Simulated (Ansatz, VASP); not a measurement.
# One calculation of Li7Sb, two programs

INCAR

```
SYSTEM = Li7Sb
  PREC = Accurate
  ENCUT = 600
  EDIFF = 1E-6
  ISMEAR = 0
  SIGMA = 0.1
  LREAL = .FALSE.
  LASPH = .TRUE.
  NELM = 100
  ALGO = Fast
  ISIF = 3
  LWAVE = .FALSE.
  LCHARG = .FALSE.
  GGA = PE
  IBRION = 2
  NSW = 100
  EDIFFG = -0.01
```

The input KPOINTS:

```
regular mesh
0
G
  9 9 8
  0 0 0
```

POSCAR

```
Li7Sb
1.0
    6.0465859807      0.0000000030      0.0000000000
   -3.0232929929      5.2364970640      0.0000000000
    0.0000000000      0.0000000000      4.7461426384
Li Sb
7 1
Direct
    1.0052302059      0.5026151029      0.0000000000
    0.4973848971     -0.0052302059      0.0000000000
    0.4973848971      0.5026151029      0.0000000000
    0.1594554175      0.8405445825      0.5000000000
    0.1594554175      0.3189108350      0.5000000000
    0.6810891650      0.8405445825      0.5000000000
    0.6666666667      0.3333333333      0.5000000000
    0.0000000000      0.0000000000      0.0000000000
```

Input for Ansatz:

```yaml
crystal:
  lattice:
    - [6.0465859807, 3.0e-09, 0.0]
    - [-3.0232929929, 5.236497064, 0.0]
    - [0.0, 0.0, 4.7461426384]
  atoms:
    - { symbol: Li, position: [1.0052302059, 0.5026151029, 0.0] }
    - { symbol: Li, position: [0.4973848971, -0.0052302059, 0.0] }
    - { symbol: Li, position: [0.4973848971, 0.5026151029, 0.0] }
    - { symbol: Li, position: [0.1594554175, 0.8405445825, 0.5] }
    - { symbol: Li, position: [0.1594554175, 0.318910835, 0.5] }
    - { symbol: Li, position: [0.681089165, 0.8405445825, 0.5] }
    - { symbol: Li, position: [0.6666666667, 0.3333333333, 0.5] }
    - { symbol: Sb, position: [0.0, 0.0, 0.0] }
basis:
  ecutwfc: 420
kpoints:
  mp_grid: { grid: [9, 9, 8] }
hamiltonian:
  xc: pbe
scf:
  occupations: { method: gaussian, width: 0.1 }
output:
  forces: true
  stress: true
  eigenvalues: true
  write_density: true
  write_potential: true
  elf: true
  volumetric_format: npy
relax:
  adjacent_minimum: "off"
  f_tol: 0.01
  max_steps: 80
  cell: { stress_tol: 0.05 }
```

Change from the starting cell: species swapped into the Mg7Al type (P-6m2, No. 187).

Alike in both runs: task relaxation of cell and atoms; functional PBE; k mesh 9 × 9 × 8; occupations gaussian, width 0.1 eV; no spin polarisation.

```csv
,VASP,Ansatz
version,VASP 6.6.1,Ansatz 0.2.0
potentials or method,"VASP PAW PBE potentials, release 64 (Li_sv, Sb), cutoff 600 eV","scalar-relativistic, plane waves, PAW"
valence electrons in the cell,26,36
```

Ansatz gave:

```
gap on the k mesh at the Fermi level, each at its own relaxed structure (eV) : none
relaxed volume (Å³/atom)                                                     : 18.78
relaxed length of the cell vector where the two differ most in proportion (Å)              : 6.047
```

**Question.** Which values does VASP return?

**Answer.** gap on the k mesh at the Fermi level, each at its own relaxed structure (eV): none; relaxed volume (Å³/atom): 18.76; relaxed length of the cell vector where the two differ most in proportion (Å): 6.044.

A gap of «none» marks a metal or a gap that the smearing closes. VASP's potentials hold 26 valence electrons a cell and Ansatz's 36, so a difference there can come from the potentials and not from the codes.

Spin-orbit coupling is off throughout. Noted on VASP's run: the cutoff is under 1.25 times that of the potentials, so the pressure is a little rough.
